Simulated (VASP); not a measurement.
# Ca8F15 (a cell with a defect) in VASP: a series of runs, part 2 of 2

VASP 6.6.1. Earlier steps stand in the parts before.

## 3. Single point, PBE, collinear spin

File INCAR:

```
SYSTEM = Ca8F15
  PREC = Accurate
  ENCUT = 520
  EDIFF = 1E-6
  ISMEAR = 0
  SIGMA = 0.02
  LREAL = .FALSE.
  LASPH = .TRUE.
  NELM = 200
  ALGO = Normal
  ISIF = 2
  LWAVE = .FALSE.
  LCHARG = .FALSE.
  ISPIN = 2
  MAGMOM = 0 0 0 0 0 0 0 0 0.08 0.08 0.08 0.08 0 0 0.08 0.08 0.08 0.08 0.05 0.08 0.08 0.08 0.08
  LORBIT = 11
  GGA = PE
  NELECT = 183.0
  NBANDS = 114
  GGA_COMPAT = .FALSE.
  KPAR = 2
  NCORE = 2
```

File KPOINTS:

```
regular mesh
0
G
  2 2 2
  0 0 0
```

File POSCAR:

```
Ca8F15
1.0
    0.0000000000      5.4632090000      5.4632090000
    5.4632090000      0.0000000000      5.4632090000
    5.4632090000      5.4632090000      0.0000000000
Ca F
8 15
Direct
   -0.0010713484      0.0032618192     -0.0030000683
    0.0165618778     -0.0052831587      0.4925822900
   -0.0009469709      0.4993974237     -0.0031943680
   -0.0006810100      0.4991296324      0.5010299807
    0.4946723620     -0.0052169888      0.0144355634
    0.4947488738     -0.0052124127      0.4925227096
    0.5031765213      0.4990576967     -0.0028451227
    0.4946050023      0.5166508365      0.4925911676
    0.1245480449      0.1257707695      0.1224342689
    0.3931196848      0.3572940373      0.3909290309
    0.1246888962      0.1257100909      0.6234988447
    0.3929824944      0.3572930305      0.8551337685
    0.1251151109      0.6251551057      0.1230088397
    0.3751707101      0.8752529878      0.3730065974
    0.1246498166      0.6247322773      0.6234528095
    0.3930401528      0.8931698385      0.8550980751
    0.6255932182      0.1257153991      0.1225683477
    0.8571657244      0.3572760076      0.3908797009
    0.8751274205      0.3751998139      0.8730107159
    0.6255479152      0.6247476529      0.1224961373
    0.8573487670      0.8931140105      0.3907911083
    0.6257101824      0.6246723309      0.6235696822
    0.8571392747      0.8931845734      0.8550445352
```

Potentials or basis: VASP PAW PBE potentials, release 64 (Ca_sv, F).

On the command line:

```
> cat potpaw_PBE.64/Ca_sv/POTCAR potpaw_PBE.64/F/POTCAR > POTCAR
> mpirun -np 4 vasp_std > vasp.out
```

OUTCAR:

```text
SYSTEM = Ca8F15
   PREC = Accurate
   ENCUT = 520
   EDIFF = 1E-6
   ISMEAR = 0
   LREAL = .FALSE.
   LASPH = .TRUE.
   NELM = 200
   ISIF = 2
   ISPIN = 2
   LORBIT = 11
   GGA = PE
   NELECT = 183.0

 ion  position               nearest neighbor table
   1  0.999  0.003  0.997-  19 2.35  17 2.36  11 2.36   9 2.36  13 2.39  21 2.49  23 2.49  16 2.49

   2  0.017  0.995  0.493-  14 2.26  23 2.30  18 2.30  21 2.30  15 2.34  11 2.34   9 2.34
   3  0.999  0.499  0.997-  19 2.35  15 2.36  20 2.36   9 2.36  13 2.38  23 2.49  12 2.49  18 2.49

   4  0.999  0.499  0.501-  19 2.35  15 2.36  11 2.36  22 2.36  13 2.38  10 2.49  21 2.49  18 2.49
[... 7 lines left out ...]
  10  0.393  0.357  0.391-   6 2.30   8 2.30   7 2.49   4 2.49
  11  0.125  0.126  0.623-   2 2.34   6 2.34   4 2.36   1 2.36
  12  0.393  0.357  0.855-   5 2.30   8 2.30   3 2.49   7 2.49
  13  0.125  0.625  0.123-   4 2.38   3 2.38   7 2.38   1 2.39
  14  0.375  0.875  0.373-   5 2.26   8 2.26   2 2.26   6 2.26
  15  0.125  0.625  0.623-   8 2.34   2 2.34   3 2.36   4 2.36
  16  0.393  0.893  0.855-   6 2.30   5 2.30   7 2.49   1 2.49
  17  0.626  0.126  0.123-   6 2.34   5 2.34   1 2.36   7 2.36
  18  0.857  0.357  0.391-   8 2.30   2 2.30   3 2.49   4 2.49
  19  0.875  0.375  0.873-   3 2.35   1 2.35   7 2.35   4 2.35
  20  0.626  0.625  0.122-   5 2.34   8 2.34   7 2.36   3 2.36
  21  0.857  0.893  0.391-   6 2.30   2 2.30   1 2.49   4 2.49
  22  0.626  0.625  0.624-   8 2.34   6 2.34   7 2.36   4 2.36
  23  0.857  0.893  0.855-   2 2.30   5 2.30   3 2.49   1 2.49

  LATTYP: Found a face centered cubic cell.
 ALAT       =    10.9264180000

  Lattice vectors:

 A1 = (   0.0000000000,   5.4632090000,   5.4632090000)
 A2 = (   5.4632090000,   0.0000000000,   5.4632090000)
 A3 = (   5.4632090000,   5.4632090000,   0.0000000000)

Analysis of symmetry for initial positions (statically):
=====================================================================
 Subroutine PRICEL returns:
 Original cell was already a primitive cell.

 Routine SETGRP: Setting up the symmetry group for a
 face centered cubic supercell.

 Subroutine GETGRP returns: Found  1 space group operations
 (whereof  1 operations were pure point group operations)
[... 1068 lines left out ...]
      1     -37.0955      1.00000
      2     -37.0737      1.00000
      3     -37.0733      1.00000
      4     -37.0732      1.00000
      5     -36.9278      1.00000
      6     -36.9026      1.00000
[... 837 lines left out ...]
    102       8.3168      0.00000
    103       8.3280      0.00000
 [bands above 103 left out]

------------------------ aborting loop because EDIFF is reached ----------------------------------------

  FORCE on cell =-STRESS in cart. coord.  units (eV):
  Direction    XX          YY          ZZ          XY          YZ          ZX
  --------------------------------------------------------------------------------------
  -------------------------------------------------------------------------------------
  Total       -6.7728353     -6.3583828     -6.3315488     -0.0011002     -0.0017424     -0.0003582
  in kB      -33.2742024    -31.2380424    -31.1062102     -0.0054052     -0.0085600     -0.0017598
  external PRESSURE =     -31.8728183 kB  Pullay stress =       0.0000000 kB

 VOLUME and BASIS-vectors are now :
 -----------------------------------------------------------------------------
  energy-cutoff  :      520.00
  volume of cell :      326.12
      direct lattice vectors                 reciprocal lattice vectors
     0.000000000  5.463209000  5.463209000    -0.091521302  0.091521302  0.091521302
     5.463209000  0.000000000  5.463209000     0.091521302 -0.091521302  0.091521302
     5.463209000  5.463209000  0.000000000     0.091521302  0.091521302 -0.091521302

 POSITION                                       TOTAL-FORCE (eV/Angst)
 -----------------------------------------------------------------------------------
      5.46464     10.90417      5.47518        -0.007847      0.022994     -0.018009
      8.12543      2.78156      5.52483         0.027806     -0.010620     -0.009631
      8.17407     10.90379      8.18635         0.007131      0.023202      0.017634
      5.46408      8.19672      8.18634        -0.005648     -0.022285      0.019168
      5.51357      2.78136      8.13721        -0.029198     -0.009878      0.008882
      8.12549      5.39367      8.13765         0.028603      0.008948      0.008757
[... 15 lines left out ...]
      6.81941      6.82508      6.83110        -0.000505      0.009021     -0.000014
      9.55094      9.35402      9.56238         0.000009      0.019429      0.000529
 -----------------------------------------------------------------------------------
    total drift:                               -0.003772     -0.003881      0.000863

  FREE ENERGIE OF THE ION-ELECTRON SYSTEM (eV)
  ---------------------------------------------------
  free  energy   TOTEN  =      -133.9100981961 eV

  energy  without entropy=     -133.9006881730  energy(sigma->0) =     -133.90539318

 total charge

# of ion       s       p       d       tot
------------------------------------------
    1        2.015   5.859   0.182   8.056
    2        2.022   5.870   0.222   8.114
    3        2.015   5.859   0.182   8.056
    4        2.015   5.859   0.182   8.056
    5        2.022   5.871   0.222   8.114
    6        2.022   5.870   0.222   8.114
[... 15 lines left out ...]
   22        1.736   4.356   0.000   6.092
   23        1.735   4.348   0.000   6.082
--------------------------------------------------
tot         42.171 112.278   1.616 156.065

 magnetization (x)

# of ion       s       p       d       tot
------------------------------------------
    1       -0.000  -0.000  -0.000  -0.000
    2       -0.000  -0.000  -0.000  -0.000
    3       -0.000  -0.000  -0.000  -0.000
    4       -0.000  -0.000  -0.000  -0.000
    5       -0.000  -0.000  -0.000  -0.000
    6       -0.000  -0.000  -0.000  -0.000
[... 15 lines left out ...]
   22        0.000   0.051   0.000   0.051
   23       -0.000  -0.043   0.000  -0.043
--------------------------------------------------
tot          0.000   0.024  -0.000   0.024
```

stdout:

```text
POSCAR found type information on POSCAR CaF
 POSCAR found :  2 types and      23 ions
 scaLAPACK will be used
 -----------------------------------------------------------------------------
|                                                                             |
|                                                                             |
|     You have a (more or less) 'large supercell' and for larger cells it     |
|     might be more efficient to use real-space projection operators.         |
|     Therefore, try LREAL= Auto in the INCAR file.                           |
|     Mind: For very accurate calculation, you might also keep the            |
|     reciprocal projection scheme (i.e. LREAL=.FALSE.).                      |
|                                                                             |
 -----------------------------------------------------------------------------

 LDA part: xc-table for (Slater+PW92), standard interpolation
 POSCAR, INCAR and KPOINTS ok, starting setup
 FFT: planning ... GRIDC
 FFT: planning ... GRID_SOFT
 FFT: planning ... GRID
 WAVECAR not read
 entering main loop
 the old and the new charge density differ
 old charge density:   185.00000 new  182.99999
BRMIX: very serious problems
 the old and the new charge density differ
 old charge density:   185.00000 new  182.99999
    0.208E+01
```

Run time: 8.6 min. Hardware: 4 MPI ranks of Intel Xeon Platinum 8259CL at 2.50GHz (Skylake/Cascade Lake), shared host; peak memory 0.54 GiB.

What came out:

```
Free energy                                           : -133.9101 eV
Largest force                                         : 0.033 eV/Å
Net moment                                            : 0.03 μB per cell
Site moments                                          : Ca -0.00; F +0.05, -0.04, +0.00, -0.00, -0.05 (each value once) μB
Valence electrons inside the program's atomic spheres : Ca 8.06, 8.11 (each value once); F 6.09, 6.08, 6.10, 6.13 (each value once)
```

Forces on the atoms (eV/Å):
```
Ca  -0.008  0.023 -0.018
Ca   0.028 -0.011 -0.010
Ca   0.007  0.023  0.018
Ca  -0.006 -0.022  0.019
Ca  -0.029 -0.010  0.009
Ca   0.029  0.009  0.009
Ca   0.007 -0.022 -0.019
Ca  -0.030  0.009 -0.009
F    0.001 -0.008  0.001
F    0.000 -0.019 -0.001
F   -0.005 -0.001 -0.001
F    0.025  0.000  0.002
F    0.000 -0.001  0.001
F    0.001  0.000 -0.001
F    0.001  0.000 -0.009
F   -0.001  0.000 -0.020
F   -0.001 -0.001  0.010
F    0.001  0.001  0.020
F    0.000 -0.001  0.000
F    0.006  0.001  0.001
F   -0.023  0.000 -0.002
F   -0.001  0.009  0.000
F    0.000  0.019  0.001
```

Levels at points of the mesh, in eV from the Fermi level:
Spin up:
| k point | band 89 | band 90 | band 91 | band 92 | band 93 | band 94 | band 95 | band 96 |
| --- | --- | --- | --- | --- | --- | --- | --- | --- |
| (0.00, 0.00, 0.00) | -0.17 | 0.00 | 0.01 | 0.01 | 6.89 | 8.45 | 8.45 | 8.45 |
| (0.50, 0.00, 0.00) | -0.27 | -0.25 | -0.21 | -0.21 | 7.51 | 8.62 | 8.67 | 8.67 |
| (0.00, 0.50, 0.00) | -0.27 | -0.25 | -0.21 | -0.21 | 7.51 | 8.62 | 8.67 | 8.67 |
| (0.00, 0.00, 0.50) | -0.27 | -0.25 | -0.21 | -0.21 | 7.51 | 8.62 | 8.67 | 8.67 |
| (0.50, 0.50, 0.50) | -0.27 | -0.25 | -0.21 | -0.21 | 7.51 | 8.62 | 8.67 | 8.67 |
| (0.50, 0.50, 0.00) | -0.09 | -0.05 | -0.02 | 0.00 | 7.59 | 8.62 | 8.62 | 8.74 |
| (0.00, 0.50, 0.50) | -0.13 | -0.06 | -0.01 | 0.00 | 7.59 | 8.62 | 8.62 | 8.74 |
| (0.50, 0.00, 0.50) | -0.13 | -0.06 | -0.02 | 0.00 | 7.59 | 8.62 | 8.63 | 8.74 |
Spin down:
```
           k point  band 90  band 91  band 92  band 93  band 94  band 95
(0.00, 0.00, 0.00)     0.01     0.01     0.01     6.89     8.45     8.45
(0.50, 0.00, 0.00)    -0.25    -0.21    -0.21     7.51     8.62     8.67
(0.00, 0.50, 0.00)    -0.25    -0.21    -0.21     7.51     8.62     8.67
(0.00, 0.00, 0.50)    -0.25    -0.21    -0.21     7.51     8.62     8.67
(0.50, 0.50, 0.50)    -0.25    -0.21    -0.21     7.51     8.62     8.67
(0.50, 0.50, 0.00)    -0.06    -0.02     0.00     7.59     8.62     8.62
(0.00, 0.50, 0.50)    -0.06    -0.01     0.00     7.59     8.62     8.63
(0.50, 0.00, 0.50)    -0.05    -0.02     0.00     7.59     8.62     8.63
```

Caveat: the k points lie up to 0.50 Å⁻¹ apart; the cell carries a net charge on a neutralising background, which shifts energy and pressure; the cell is charged against a uniform background, so pressure and absolute levels hang on convention.
